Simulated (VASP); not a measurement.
Here is a VASP 6.6.1 calculation.

The input INCAR:

```
PREC = Accurate
ENCUT = 600
EDIFF = 1E-6
ISMEAR = 0
SIGMA = 0.01
LREAL = F
LASPH = T
NELM = 120
ALGO = Normal
ISIF = 2
LWAVE = F
LCHARG = F
GGA = PS
NBANDS = 11
GGA_COMPAT = F
```

Contents of KPOINTS:

```
regular mesh
0
Gamma
  6 6 6
```

Contents of POSCAR:

```
BN
1.0
    0.0000000000      1.8205739732      1.7942777947
    1.8205739732      0.0000000000      1.7942777947
    1.8205739732      1.8205739732      0.0000000000
B N
1 1
Direct
    0.0000000000      0.0000000000      0.0000000000
    0.2500000000      0.2500000000      0.2500000000
```

Potentials or basis: VASP PAW PBE potentials, release 64 (B, N).

The run is started by

```console
$ cat potpaw_PBE.64/B/POTCAR potpaw_PBE.64/N/POTCAR > POTCAR
$ mpirun -np 1 vasp_std > vasp.out
```

Q: Estimate the band gap on the k mesh.

A: 4.01 eV, indirect (least direct gap 8.57 eV).

Q: What does it give for the pressure?

A: -5.2 GPa.

Stress tensor (GPa, compression positive):
```
-8.10  0.00  0.00
 0.00 -8.10  0.00
 0.00  0.00  0.47
```

Caveat: the k points lie up to 0.50 Å⁻¹ apart; the PAW data sets were made with another functional, which shifts forces and pressure a little. A hybrid or GW would open this gap; PBEsol tends to underestimate it.
